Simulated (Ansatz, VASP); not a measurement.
B2Pb in VASP and in Ansatz

The input INCAR:

```
ALGO = Normal ; EDIFF = 1E-7
EDIFFG = -0.01 ; ENCUT = 600
GGA = PE ; IBRION = 2
ISIF = 3 ; ISMEAR = 0
LASPH = T ; LCHARG = F
LREAL = F ; LWAVE = F
NELM = 60 ; NSW = 100
PREC = Accurate ; SIGMA = 0.02
```

Contents of KPOINTS:

```
k-points
0
Gamma
  10 10 10
```

File POSCAR:

```
B2Pb
1.0
   -2.0667238036      2.0667238036      2.9456335266
    2.0667238036     -2.0667238036      2.9456335266
    2.0667238036      2.0667238036     -2.9456335266
B Pb
2 1
Direct
    0.6258069311      0.6258069311      0.0000000000
    0.3741930689      0.3741930689      0.0000000000
    0.0000000000      0.0000000000      0.0000000000
```

Input for Ansatz:

```yaml
crystal:
  lattice:
    - [-2.0667238036, 2.0667238036, 2.9456335266]
    - [2.0667238036, -2.0667238036, 2.9456335266]
    - [2.0667238036, 2.0667238036, -2.9456335266]
  atoms:
    - { symbol: B, position: [0.6258069311, 0.6258069311, 0.0] }
    - { symbol: B, position: [0.3741930689, 0.3741930689, 0.0] }
    - { symbol: Pb, position: [0.0, 0.0, 0.0] }
basis:
  ecutwfc: 420
kpoints:
  mp_grid: { grid: [10, 10, 10] }
hamiltonian:
  xc: pbe
scf:
  occupations: { method: gaussian, width: 0.02 }
output:
  forces: true
  stress: true
  eigenvalues: true
relax:
  adjacent_minimum: "off"
  f_tol: 0.01
  max_steps: 80
  cell: { stress_tol: 0.05 }
```

Alike in both runs: task relaxation of cell and atoms; functional PBE; k mesh 10 × 10 × 10; occupations gaussian, width 0.02 eV; no spin polarisation.

|  | VASP | Ansatz |
| --- | --- | --- |
| version | VASP 6.6.1 | Ansatz 0.2.0 |
| potentials or method | VASP PAW PBE potentials, release 64 (B, Pb_d), cutoff 600 eV | scalar-relativistic, plane waves, PAW |
| valence electrons in the cell | 20 | 20 |

```tsv
	VASP	Ansatz	Ansatz less VASP
gap on the k mesh at the Fermi level, each at its own relaxed structure (eV)	0.79	0.78	-0.005
relaxed volume (Å³/atom)	16.77	16.78	+0.011
relaxed length of the cell vector where the two differ most in proportion (Å)	4.148	4.150	+0.0016
```

Spin-orbit coupling is off throughout.
